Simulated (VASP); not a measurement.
# InPbOF: single point with r2SCAN

The system is InPbOF.

```xyz
8
Lattice="3.7427 0.0000 0.0000 0.0000 3.7427 0.0000 0.0000 0.0000 10.4075" Properties=species:S:1:pos:R:3 pbc="T T T"
Pb    0.9357    0.9357    9.2751
Pb    2.8071    2.8071    1.1323
F     0.9357    0.9357    3.5875
F     2.8071    2.8071    6.8200
In    0.9357    0.9357    6.2029
In    2.8071    2.8071    4.2046
O     2.8071    0.9357    0.0000
O     0.9357    2.8071    0.0000
```

```
Program                : VASP 6.6.1
Task                   : single point
Functional             : r2SCAN
Potentials or basis    : VASP PAW PBE potentials, release 64 (Pb_d, F, In_d, O)
Cutoff                 : 520 eV
k mesh                 : 7 × 7 × 3
Occupations            : fermi-dirac, width 0.1 eV
Spin                   : no spin polarisation
Dipole correction      : no
Further INCAR settings : ALGO = Normal; EDIFF = 1e-06; NBANDS = 50
```

* Pressure: 12.0 GPa
* Largest force: 2.859 eV/Å
* Band gap on the k mesh: 1.47 eV (least direct gap 1.78 eV)

Forces in eV/Å, atoms in the order of the input:
```
Pb   0.000  0.000 -2.859
Pb   0.000  0.000  2.859
F    0.000  0.000 -0.650
F    0.000  0.000  0.650
In   0.000  0.000 -0.050
In   0.000  0.000  0.050
O    0.000  0.000  0.000
O    0.000  0.000  0.000
```

Stress tensor (GPa, compression positive):
```
10.83  0.00  0.00
 0.00 10.83  0.00
 0.00  0.00 14.47
```

Levels at points of the mesh, in eV from the valence-band top:
```csv
k point,band 36,band 37,band 38,band 39,band 40,band 41,band 42,band 43,band 44,band 45
"(0.00, 0.00, 0.00)",-3.08,-3.08,-3.03,-2.93,-0.14,1.79,3.11,5.39,5.39,5.56
```

Run time: 8.5 min on 1 thread of AMD EPYC 7R13 Processor (Zen 3), on a shared host, peak memory 0.31 GiB.

Caveat: the cell stands under pressure; the PAW data sets were made with another functional, which shifts forces and pressure a little; spin-orbit coupling is left out, which moves the levels of the heavy elements. A k mesh can miss the band edges.
